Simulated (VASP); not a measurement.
# Ga (Fd-3m) in VASP: further runs

Runs on Ga. Level: PBE. Tasks: single point, relaxation of cell and atoms.

Program: VASP 6.6.1. These are calculated values, not measurements. Logs are shortened: lines on timing, memory, paths and dates and some standing lists are left out, and cuts for length are marked.

## (1) The cell of the first run

It takes space group Fd-3m (No. 227, cubic). Conventional cell: a = 5.881 Å, b = 5.881 Å, c = 5.881 Å, α = 90.00°, β = 90.00°, γ = 90.00°. Within 3.4 Å of Ga (site symmetry -43m) lie 4 Ga at 2.55 Å.

This isn't the form of Ga at room conditions, which is orthorhombic.

## (2) Single point, PBE

The input, INCAR:

```
SYSTEM = Ga
ALGO = Normal
EDIFF = 1E-6
ENCUT = 520
GGA = PE
ISIF = 2
ISMEAR = -1
LASPH = .TRUE.
LCHARG = .TRUE.
LELF = .TRUE.
LREAL = .FALSE.
LVHAR = .TRUE.
LWAVE = .FALSE.
NBANDS = 20
NELM = 60
PREC = Accurate
SIGMA = 0.1
```

The input, KPOINTS:

```
k-points
0
G
  9 9 9
  0 0 0
```

The input, POSCAR:

```
Ga
1.0
    0.0000000000      2.9406016430      2.9406016430
    2.9406016430      0.0000000000      2.9406016430
    2.9406016430      2.9406016430      0.0000000000
Ga
2
Direct
    0.1250000000      0.1250000000      0.1250000000
    0.8750000000      0.8750000000      0.8750000000
```

Potentials or basis: VASP PAW PBE potentials, release 64 (Ga_d).

Run with:

```console
> cat potpaw_PBE.64/Ga_d/POTCAR > POTCAR
> mpirun -np 1 vasp_std > vasp.out
```

OUTCAR:

```text
SYSTEM = Ga
   EDIFF = 1E-6
   ENCUT = 520
   GGA = PE
   ISIF = 2
   ISMEAR = -1
   LASPH = .TRUE.
   LREAL = .FALSE.
   NELM = 60
   PREC = Accurate

 ion  position               nearest neighbor table
   1  0.125  0.125  0.125-   2 2.55   2 2.55   2 2.55   2 2.55
   2  0.875  0.875  0.875-   1 2.55   1 2.55   1 2.55   1 2.55

  LATTYP: Found a face centered cubic cell.
 ALAT       =     5.8812032860

  Lattice vectors:

 A1 = (   0.0000000000,   2.9406016430,   2.9406016430)
 A2 = (   2.9406016430,   0.0000000000,   2.9406016430)
 A3 = (   2.9406016430,   2.9406016430,   0.0000000000)

Analysis of symmetry for initial positions (statically):
=====================================================================
 Subroutine PRICEL returns:
 Original cell was already a primitive cell.

 Routine SETGRP: Setting up the symmetry group for a
 face centered cubic supercell.

 Subroutine GETGRP returns: Found 48 space group operations
 (whereof 12 operations were pure point group operations)
 out of a pool of 48 trial point group operations.

The static configuration has the point symmetry D_3d.
 The point group associated with its full space group is O_h .

Analysis of symmetry for dynamics (positions and initial velocities):
=====================================================================
 Subroutine PRICEL returns:
 Original cell was already a primitive cell.

 Routine SETGRP: Setting up the symmetry group for a
 face centered cubic supercell.

 Subroutine GETGRP returns: Found 48 space group operations
 (whereof 12 operations were pure point group operations)
 out of a pool of 48 trial point group operations.

The dynamic configuration has the point symmetry D_3d.
 The point group associated with its full space group is O_h .

 Subroutine INISYM returns: Found 48 space group operations
 (whereof 12 operations are pure point group operations),
 and found     1 'primitive' translations

----------------------------------------------------------------------------------------

                                     Primitive cell

  volume of cell :      50.8556

  direct lattice vectors                    reciprocal lattice vectors
     0.000000000  2.940601643  2.940601643    -0.170033232  0.170033232  0.170033232
     2.940601643  0.000000000  2.940601643     0.170033232 -0.170033232  0.170033232
     2.940601643  2.940601643  0.000000000     0.170033232  0.170033232 -0.170033232

  length of vectors
     4.158638725  4.158638725  4.158638725     0.294506196  0.294506196  0.294506196

  position of ions in fractional coordinates (direct lattice)
     0.125000000  0.125000000  0.125000000
     0.875000000  0.875000000  0.875000000

  ion indices of the primitive-cell ions
   primitive index   ion index
                 1           1
                 2           2

----------------------------------------------------------------------------------------

 KPOINTS: k-points

Automatic generation of k-mesh.
 Grid dimensions read from file:
 generate k-points for:    9    9    9

 Generating k-lattice:

  Cartesian coordinates                     Fractional coordinates (reciprocal lattice)
    -0.018892581  0.018892581  0.018892581     0.111111111  0.000000000  0.000000000
     0.018892581 -0.018892581  0.018892581     0.000000000  0.111111111  0.000000000
     0.018892581  0.018892581 -0.018892581     0.000000000  0.000000000  0.111111111

  Length of vectors
     0.032722911  0.032722911  0.032722911

  Shift w.r.t. Gamma in fractional coordinates (k-lattice)
     0.000000000  0.000000000  0.000000000

 Subroutine IBZKPT returns following result:
 ===========================================

 Found     35 irreducible k-points:

 Following reciprocal coordinates:
            Coordinates               Weight
  0.000000  0.000000  0.000000      1.000000
  0.111111  0.000000  0.000000      8.000000
  0.222222  0.000000  0.000000      8.000000
  0.333333  0.000000  0.000000      8.000000
  0.444444  0.000000  0.000000      8.000000
  0.111111  0.111111  0.000000      6.000000
[... 16 lines left out ...]
 -0.333333  0.333333  0.000000     12.000000
  0.444444  0.444444  0.000000      6.000000
 [... further k-points ...]
   k-points           NKPTS =     35   k-points in BZ     NKDIM =     35   number of bands    NBANDS=     20
   number of dos      NEDOS =    301   number of ions     NIONS =      2
   total plane-waves  NPLWV =  32768
   dimension x,y,z NGX =    32 NGY =   32 NGZ =   32
   dimension x,y,z NGXF=    64 NGYF=   64 NGZF=   64
   ions per type =               2
   NGX,Y,Z   is equivalent  to a cutoff of  12.79, 12.79, 12.79 a.u.
   NGXF,Y,Z  is equivalent  to a cutoff of  25.58, 25.58, 25.58 a.u.
 SYSTEM =  Ga
   PREC   = accura    normal or accurate (medium, high low for compatibility)
   ISTART =      0    job   : 0-new  1-cont  2-samecut
   ICHARG =      2    charge: 1-file 2-atom 10-const
   ISPIN  =      1    spin polarized calculation?
[... 78 lines left out ...]
      6     -11.8559      2.00000
[... 12 lines left out ...]
     19      11.0437      0.00000
     20      12.5972      0.00000

 k-point     3 :       0.2222    0.0000    0.0000
  band No.  band energies     occupation
      1     -12.2156      2.00000
      2     -12.2156      2.00000
      3     -12.1830      2.00000
      4     -12.1105      2.00000
      5     -12.1105      2.00000
      6     -11.8684      2.00000
[... 12 lines left out ...]
     19      11.7059      0.00000
     20      12.2004      0.00000

 k-point     4 :       0.3333    0.0000    0.0000
  band No.  band energies     occupation
      1     -12.2210      2.00000
      2     -12.2210      2.00000
      3     -12.1766      2.00000
      4     -12.0959      2.00000
      5     -12.0959      2.00000
      6     -11.8772      2.00000
[... 12 lines left out ...]
     19      11.9926      0.00000
     20      12.9751      0.00000

 k-point     5 :       0.4444    0.0000    0.0000
  band No.  band energies     occupation
      1     -12.2215      2.00000
      2     -12.2215      2.00000
      3     -12.1724      2.00000
      4     -12.0917      2.00000
      5     -12.0917      2.00000
      6     -11.8860      2.00000
[... 12 lines left out ...]
     19      13.9542      0.00000
     20      14.5645      0.00000

 k-point     6 :       0.1111    0.1111    0.0000
  band No.  band energies     occupation
      1     -12.2075      2.00000
      2     -12.1962      2.00000
      3     -12.1962      2.00000
      4     -12.1393      2.00000
      5     -12.1177      2.00000
      6     -11.8873      2.00000
[... 12 lines left out ...]
     19      11.2617      0.00000
     20      11.4955      0.00000

 k-point     7 :       0.2222    0.1111    0.0000
  band No.  band energies     occupation
      1     -12.2215      2.00000
      2     -12.2057      2.00000
      3     -12.1919      2.00000
      4     -12.1204      2.00000
      5     -12.0908      2.00000
      6     -11.9148      2.00000
[... 12 lines left out ...]
     19      11.3509      0.00000
     20      12.4687      0.00000
[... 277 lines left out ...]
 k-point    20 :       0.3333    0.3333    0.0000
  band No.  band energies     occupation
      1     -12.2216      2.00000
      2     -12.2216      2.00000
      3     -12.2046      2.00000
      4     -12.0574      2.00000
      5     -12.0373      2.00000
      6     -11.9919      2.00000
[... 12 lines left out ...]
     19      13.1065      0.00000
     20      15.3157      0.00000

 k-point    21 :       0.4444    0.3333    0.0000
  band No.  band energies     occupation
      1     -12.2407      2.00000
      2     -12.2272      2.00000
      3     -12.1729      2.00000
      4     -12.0625      2.00000
      5     -12.0301      2.00000
      6     -11.9660      2.00000
[... 12 lines left out ...]
     19      15.1435      0.00000
     20      15.7533      0.00000

 k-point    22 :      -0.4444    0.3333    0.0000
  band No.  band energies     occupation
      1     -12.2586      2.00000
      2     -12.2328      2.00000
      3     -12.1410      2.00000
      4     -12.0496      2.00000
      5     -12.0055      2.00000
      6     -11.9714      2.00000
[... 12 lines left out ...]
     19      13.6512      0.00000
     20      14.5433      0.00000

 k-point    23 :      -0.3333    0.3333    0.0000
  band No.  band energies     occupation
      1     -12.2634      2.00000
      2     -12.2372      2.00000
      3     -12.1296      2.00000
      4     -12.0186      2.00000
      5     -12.0014      2.00000
      6     -11.9971      2.00000
[... 12 lines left out ...]
     19      11.5603      0.00000
     20      12.9024      0.00000

 k-point    24 :       0.4444    0.4444    0.0000
  band No.  band energies     occupation
      1     -12.2294      2.00000
      2     -12.2294      2.00000
      3     -12.1684      2.00000
      4     -12.1105      2.00000
      5     -11.9983      2.00000
      6     -11.9369      2.00000
[... 12 lines left out ...]
     19      15.0946      0.00000
     20      16.5357      0.00000

 [... further k-points ...]

------------------------ aborting loop because EDIFF is reached ----------------------------------------

  FORCE on cell =-STRESS in cart. coord.  units (eV):
  Direction    XX          YY          ZZ          XY          YZ          ZX
  --------------------------------------------------------------------------------------
  -------------------------------------------------------------------------------------
  Total        0.0628802      0.0628802      0.0628802      0.0000000     -0.0000000      0.0000000
  in kB        1.9810052      1.9810052      1.9810052      0.0000000     -0.0000000      0.0000000
  external PRESSURE =       1.9810052 kB  Pullay stress =       0.0000000 kB

 VOLUME and BASIS-vectors are now :
 -----------------------------------------------------------------------------
  energy-cutoff  :      520.00
  volume of cell :       50.86
      direct lattice vectors                 reciprocal lattice vectors
     0.000000000  2.940601643  2.940601643    -0.170033232  0.170033232  0.170033232
     2.940601643  0.000000000  2.940601643     0.170033232 -0.170033232  0.170033232
     2.940601643  2.940601643  0.000000000     0.170033232  0.170033232 -0.170033232

 POSITION                                       TOTAL-FORCE (eV/Angst)
 -----------------------------------------------------------------------------------
      0.73515      0.73515      0.73515         0.000000      0.000000      0.000000
      5.14605      5.14605      5.14605        -0.000000     -0.000000     -0.000000
 -----------------------------------------------------------------------------------
    total drift:                                0.000000      0.000000     -0.000000

  FREE ENERGIE OF THE ION-ELECTRON SYSTEM (eV)
  ---------------------------------------------------
  free  energy   TOTEN  =        -5.2726032525 eV

  energy  without entropy=       -5.2252295512  energy(sigma->0) =       -5.24891640
```

It took 12 s on 1 thread of Intel Xeon 6975P-C (Granite Rapids), shared host; peak memory 0.18 GiB.

Results:

```
Free energy            : -5.2726 eV
Pressure               : 0.2 GPa
Band gap on the k mesh : zero (bands 13 and 14 overlap by 3.71 eV)
```

Levels at points of the mesh, in eV from the Fermi level:
| k point | band 9 | band 10 | band 11 | band 12 | band 13 | band 14 | band 15 | band 16 | band 17 | band 18 |
| --- | --- | --- | --- | --- | --- | --- | --- | --- | --- | --- |
| (0.00, 0.00, 0.00) | -14.39 | -14.39 | -9.32 | 2.71 | 2.71 | 2.71 | 3.35 | 4.75 | 4.75 | 4.75 |

## (3) Relaxation of cell and atoms, PBE

This run uses another cell than the first one, of 26.45 Å³/atom.

The input, INCAR:

```
SYSTEM = Ga
ALGO = Normal
EDIFF = 1E-7
EDIFFG = -0.01
ENCUT = 600
GGA = PE
IBRION = 2
ISIF = 3
ISMEAR = -1
LASPH = .True.
LCHARG = .False.
LREAL = .False.
LWAVE = .False.
NELM = 80
NSW = 80
PREC = Accurate
SIGMA = 0.1
```

The input, KPOINTS:

```
k-points
0
Gamma
  9 9 9
  0 0 0
```

The input, POSCAR:

```
Ga
1.0
    0.0000000000      2.9796103622      2.9796103622
    2.9796103622      0.0000000000      2.9796103622
    2.9796103622      2.9796103622      0.0000000000
Ga
2
Direct
    0.1250000000      0.1250000000      0.1250000000
    0.8750000000      0.8750000000      0.8750000000
```

Potentials or basis: VASP PAW PBE potentials, release 64 (Ga_d).

Run with:

```console
> cat potpaw_PBE.64/Ga_d/POTCAR > POTCAR
> mpirun -np 1 vasp_std > vasp.out
```

It took 40 s on 1 thread of Intel Xeon 6975P-C (Granite Rapids), shared host; peak memory 0.22 GiB.

The run converged. Its results:

| Quantity | Value |
| --- | --- |
| Free energy | -5.2727 eV |
| Relaxed volume | 25.52 Å³/atom |
| Relaxed cell | a = 4.164 Å, b = 4.164 Å, c = 4.164 Å, α = 60.00°, β = 60.00°, γ = 60.00° |
| Space group after relaxing (to 0.1 Å) | Fd-3m (No. 227) |
| Energy gained by relaxing | 3.7 meV/atom |
| Ionic steps | 3 |
| Pressure after relaxing | 0.0 GPa |
| Band gap on the k mesh | zero (bands 13 and 14 overlap by 3.70 eV) |

The path:
```tsv
step	energy change (eV)	largest force (eV/Å)	pressure (GPa)	volume (Å³)
1	0.0000	0.0000	-1.18	52.91
2	-0.0070	0.0000	-0.29	51.43
3	-0.0074	0.0000	-0.04	51.04
```

Final structure:
```xyz
2
Lattice="0.0000 2.9441 2.9441 2.9441 0.0000 2.9441 2.9441 2.9441 0.0000" Properties=species:S:1:pos:R:3 pbc="T T T"
Ga    0.7360    0.7360    0.7360
Ga    5.1521    5.1521    5.1521
```

Levels at points of the mesh, in eV from the Fermi level:
```csv
k point,band 9,band 10,band 11,band 12,band 13,band 14,band 15,band 16,band 17
"(0.00, 0.00, 0.00)",-14.39,-14.39,-9.31,2.70,2.70,2.70,3.31,4.74,4.74
```

## (4) Single point, PBE (22.38 Å³/atom)

This run uses another cell than the first one, of 22.38 Å³/atom.

The input, INCAR:

```
SYSTEM = Ga
  ALGO = Normal
  EDIFF = 1E-7
  ENCUT = 520
  GGA = PE
  ISIF = 2
  ISMEAR = -1
  LASPH = .TRUE.
  LCHARG = .FALSE.
  LREAL = .FALSE.
  LWAVE = .FALSE.
  NBANDS = 20
  NELM = 60
  PREC = Accurate
  SIGMA = 0.1
```

The input, KPOINTS:

```
k-points
0
G
  15 15 15
  0 0 0
```

The input, POSCAR:

```
Ga
1.0
    0.0000000000      2.8179314208      2.8179314208
    2.8179314208      0.0000000000      2.8179314208
    2.8179314208      2.8179314208      0.0000000000
Ga
2
Direct
    0.1250000000      0.1250000000      0.1250000000
    0.8750000000      0.8750000000      0.8750000000
```

Run with:

```console
> cat potpaw_PBE.64/Ga_d/POTCAR > POTCAR
> mpirun -np 1 vasp_std > vasp.out
```

It took 41 s on 1 thread of Intel Xeon 6975P-C (Granite Rapids), shared host; peak memory 0.22 GiB.

Results (log left out):

- Free energy: -5.1640 eV
- Pressure: 6.4 GPa
- Band gap on the k mesh: zero (bands 13 and 14 overlap by 4.50 eV)

Levels at points of the mesh, in eV from the Fermi level:
```csv
k point,band 11,band 12,band 13,band 14,band 15,band 16
"(0.00, 0.00, 0.00)",-10.00,3.10,3.10,3.10,4.74,5.14
```

Caveat: the cell stands under pressure.

## (5) Single point, PBE (23.39 Å³/atom)

This run uses another cell than the first one, of 23.39 Å³/atom.

The input, INCAR:

```
PREC = Accurate ; ENCUT = 520
EDIFF = 1E-6 ; ISMEAR = -1
SIGMA = 0.1 ; LREAL = F
LASPH = T ; NELM = 80
ALGO = Normal ; ISIF = 2
LWAVE = F ; LCHARG = F
GGA = PE ; NBANDS = 20
```

The input, KPOINTS:

```
regular mesh
0
Gamma
  15 15 15
```

The input, POSCAR:

```
Ga
1.0
    0.0000000000      2.8599963004      2.8599963004
    2.8599963004      0.0000000000      2.8599963004
    2.8599963004      2.8599963004      0.0000000000
Ga
2
Direct
    0.1250000000      0.1250000000      0.1250000000
    0.8750000000      0.8750000000      0.8750000000
```

Run with:

```console
> cat potpaw_PBE.64/Ga_d/POTCAR > POTCAR
> mpirun -np 1 vasp_std > vasp.out
```

Run time: 38 s. Hardware: 1 thread of Intel Xeon 6975P-C (Granite Rapids), shared host; peak memory 0.23 GiB.

It converged, with:

```
Free energy            : -5.2277 eV
Pressure               : 3.8 GPa
Band gap on the k mesh : zero (bands 13 and 14 overlap by 4.27 eV)
```

Levels at points of the mesh, in eV from the Fermi level:
| k point | band 9 | band 10 | band 11 | band 12 | band 13 | band 14 | band 15 | band 16 | band 17 | band 18 |
| --- | --- | --- | --- | --- | --- | --- | --- | --- | --- | --- |
| (0.00, 0.00, 0.00) | -14.36 | -14.36 | -9.75 | 2.96 | 2.96 | 2.96 | 4.25 | 5.00 | 5.00 | 5.00 |

Caveat: the cell stands under pressure.

## (6) Single point, PBE (24.41 Å³/atom)

This run uses another cell than the first one, of 24.41 Å³/atom.

The input, INCAR:

```
SYSTEM = Ga
  PREC = Accurate
  ENCUT = 520
  EDIFF = 1E-6
  ISMEAR = -1
  SIGMA = 0.1
  LREAL = .FALSE.
  LASPH = .TRUE.
  NELM = 60
  ALGO = Normal
  ISIF = 2
  LWAVE = .FALSE.
  LCHARG = .TRUE.
  GGA = PE
  LELF = .TRUE.
  LVHAR = .TRUE.
  NBANDS = 20
```

The input, KPOINTS:

```
regular mesh
0
G
  15 15 15
  0 0 0
```

The input, POSCAR:

```
Ga
1.0
    0.0000000000      2.9008589111      2.9008589111
    2.9008589111      0.0000000000      2.9008589111
    2.9008589111      2.9008589111      0.0000000000
Ga
2
Direct
    0.1250000000      0.1250000000      0.1250000000
    0.8750000000      0.8750000000      0.8750000000
```

Potentials or basis: VASP PAW PBE potentials, release 64 (Ga_d).

Run with:

```console
> cat potpaw_PBE.64/Ga_d/POTCAR > POTCAR
> mpirun -np 1 vasp_std > vasp.out
```

It took 31 s on 1 thread of Intel Xeon 6975P-C (Granite Rapids), shared host; peak memory 0.23 GiB.

Results (log left out):

| Property | Result |
| --- | --- |
| Free energy | -5.2620 eV |
| Pressure | 1.8 GPa |
| Band gap on the k mesh | zero (bands 13 and 14 overlap by 4.07 eV) |

Levels at points of the mesh, in eV from the Fermi level:
| k point | band 11 | band 12 | band 13 | band 14 | band 15 | band 16 |
| --- | --- | --- | --- | --- | --- | --- |
| (0.00, 0.00, 0.00) | -9.52 | 2.83 | 2.83 | 2.83 | 3.79 | 4.88 |

## (7) The runs side by side

| task | cell | k mesh | cutoff (eV) | gap on the mesh (eV) | pressure (GPa) |
| --- | --- | --- | --- | --- | --- |
| single point | a = 4.159 Å, angles 60.0°, 2 atoms | 9 × 9 × 9 | 520 | none | 0.2 |
| relaxation of cell and atoms | relaxed from a = 4.214 Å, angles 60.0°, 2 atoms | 9 × 9 × 9 | 600 | none | 0.0 |
| single point | a = 3.985 Å, angles 60.0°, 2 atoms | 15 × 15 × 15 | 520 | none | 6.4 |
| single point | a = 4.045 Å, angles 60.0°, 2 atoms | 15 × 15 × 15 | 520 | none | 3.8 |
| single point | a = 4.102 Å, angles 60.0°, 2 atoms | 15 × 15 × 15 | 520 | none | 1.8 |

Alike in all rows: level PBE; potentials or basis VASP PAW PBE potentials, release 64 (Ga_d); no spin polarisation; smearing fermi-dirac 0.1 eV.

Caveats: the cell stands under pressure (at least some runs).

Total energies depend on the potentials used, so only differences within one code and one set of settings carry meaning.
